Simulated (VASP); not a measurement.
# Ag (I4/mmm) in VASP: further runs, part 2 of 2

VASP 6.6.1. The steps go on from the part before.

## 4. Single point, PBEsol (strain +0.030 along x and y, -0.015 along z)

File INCAR:

```
PREC     = Accurate       # precision mode
ENCUT    = 520            # plane-wave cutoff, eV
EDIFF    = 1E-6           # SCF threshold, eV
ISMEAR   = 0              # smearing method
SIGMA    = 0.15           # smearing width, eV
LREAL    = False          # projectors in reciprocal space
LASPH    = True           # aspherical terms in the spheres
NELM     = 100            # most SCF steps
ALGO     = Normal         # electronic algorithm
ISIF     = 2              # what is computed and relaxed
LWAVE    = False          # write WAVECAR
LCHARG   = False          # write CHGCAR
GGA      = PS             # functional
NBANDS   = 12             # bands
```

File KPOINTS:

```
Automatic mesh
0
Gamma
  20 20 20
```

File POSCAR:

```
Ag
1.0
    0.0000000000      2.1043930000      2.0124535000
    2.1043930000      0.0000000000      2.0124535000
    2.1043930000      2.1043930000      0.0000000000
Ag
1
Direct
    0.0000000000      0.0000000000      0.0000000000
```

Potentials or basis: VASP PAW PBE potentials, release 64 (Ag).

Started as:

```sh
cat potpaw_PBE.64/Ag/POTCAR > POTCAR
mpirun -np 1 vasp_std > vasp.out
```

OUTCAR:

```text
PREC = Accurate
   ENCUT = 520
   EDIFF = 1E-6
   ISMEAR = 0
   LREAL = False
   LASPH = True
   NELM = 100
   ISIF = 2
   GGA = PS

 ion  position               nearest neighbor table
   1  0.000  0.000  0.000-

  LATTYP: Found a body centered tetragonal cell.
 ALAT       =     2.9760611212
 C/A-ratio  =     1.3524275329

  Lattice vectors:

 A1 = (   0.0000000000,  -2.1043930000,  -2.0124535000)
 A2 = (   0.0000000000,   2.1043930000,  -2.0124535000)
 A3 = (   2.1043930000,   0.0000000000,   2.0124535000)

Analysis of symmetry for initial positions (statically):
=====================================================================
 Subroutine PRICEL returns:
 Original cell was already a primitive cell.

 Routine SETGRP: Setting up the symmetry group for a
 body centered tetragonal supercell.

 Subroutine GETGRP returns: Found 16 space group operations
 (whereof 16 operations were pure point group operations)
 out of a pool of 16 trial point group operations.

The static configuration has the point symmetry D_4h.

[... 167 lines left out ...]
  band No.  band energies     occupation
      1       0.1230      2.00000
      2       2.9371      2.00000
      3       2.9371      2.00000
      4       3.1893      2.00000
      5       3.8461      2.00000
      6       4.1089      2.00000
      7      23.5421      0.00000
      8      26.6555      0.00000
      9      26.6555      0.00000
     10      27.1768      0.00000
     11      31.5350      0.00000
     12      32.0825      0.00000
[... 331 lines left out ...]
 k-point    24 :      -0.3500    0.0500    0.0000
  band No.  band energies     occupation
      1       1.6424      2.00000
      2       2.9904      2.00000
      3       3.1881      2.00000
      4       4.2726      2.00000
      5       4.4203      2.00000
      6       5.3324      2.00000
      7      14.2335      0.00000
      8      23.1547      0.00000
      9      24.8952      0.00000
     10      25.7239      0.00000
     11      29.2803      0.00000
     12      30.0251      0.00000

 [... further k-points ...]

------------------------ aborting loop because EDIFF is reached ----------------------------------------

  FORCE on cell =-STRESS in cart. coord.  units (eV):
  Direction    XX          YY          ZZ          XY          YZ          ZX
  --------------------------------------------------------------------------------------
  -------------------------------------------------------------------------------------
  Total       -0.7993217     -0.7993217     -0.6506470      0.0000000     -0.0000000     -0.0000000
  in kB      -71.8493166    -71.8493166    -58.4852657      0.0000000     -0.0000000     -0.0000000
  external PRESSURE =     -67.3946329 kB  Pullay stress =       0.0000000 kB

 VOLUME and BASIS-vectors are now :
 -----------------------------------------------------------------------------
  energy-cutoff  :      520.00
  volume of cell :       17.82
      direct lattice vectors                 reciprocal lattice vectors
     0.000000000  2.104393000  2.012453500    -0.237598205  0.237598205  0.248452946
     2.104393000  0.000000000  2.012453500     0.237598205 -0.237598205  0.248452946
     2.104393000  2.104393000  0.000000000     0.237598205  0.237598205 -0.248452946

 POSITION                                       TOTAL-FORCE (eV/Angst)
 -----------------------------------------------------------------------------------
      0.00000      0.00000      0.00000        -0.000000      0.000000      0.000000
 -----------------------------------------------------------------------------------
    total drift:                               -0.000000      0.000000      0.000000

  FREE ENERGIE OF THE ION-ELECTRON SYSTEM (eV)
  ---------------------------------------------------
  free  energy   TOTEN  =        -3.2837573127 eV

  energy  without entropy=       -3.2814850815  energy(sigma->0) =       -3.28262120
```

stdout:

```text
POSCAR found type information on POSCAR Ag
 POSCAR found :  1 types and       1 ions
 scaLAPACK will be used
 -----------------------------------------------------------------------------
|                                                                             |
|                                                                             |
|     You enforced a specific xc type in the INCAR file but a different       |
|     I HOPE YOU KNOW WHAT YOU ARE DOING!                                     |
|                                                                             |
 -----------------------------------------------------------------------------

 LDA part: xc-table for (Slater+PW92), standard interpolation
 POSCAR, INCAR and KPOINTS ok, starting setup
 FFT: planning ... GRIDC
 FFT: planning ... GRID_SOFT
 FFT: planning ... GRID
 WAVECAR not read
 entering main loop
```

It took 30 s on 1 thread of Intel Xeon 6975P-C (Granite Rapids), shared host; peak memory 0.25 GiB.

Results:

* Free energy: -3.2838 eV
* Pressure: -6.7 GPa
* Band gap on the k mesh: zero (an odd number of electrons rules out a gap without spin polarisation)

Caveat: the cell differs from its parent crystal (strain +0.030 along x and y, -0.015 along z); the cell stands under tension; the PAW data sets were made with another functional, which shifts forces and pressure a little.

## 5. Summary

```csv
cell,gap on the mesh (eV),pressure (GPa)
"a = 2.868, b = 2.868, c = 2.933 Å, angles 59.3, 59.3, 61.5°, 1 atom",none,-2.7
"a = 2.891, b = 2.891, c = 2.976 Å, angles 59.0, 59.0, 62.0°, 1 atom",none,-5.4
"a = 2.912, b = 2.912, c = 2.976 Å, angles 59.3, 59.3, 61.5°, 1 atom",none,-6.7
```

Alike in all rows: task single point; level PBEsol; potentials or basis VASP PAW PBE potentials, release 64 (Ag); no spin polarisation; k mesh 20 × 20 × 20; cutoff (eV) 520; smearing gaussian 0.15 eV.

Caveats: the PAW data sets were made with another functional, which shifts forces and pressure a little; the cell stands under tension (at least some runs).

Total energies depend on the potentials used, so only differences within one code and one set of settings carry meaning.
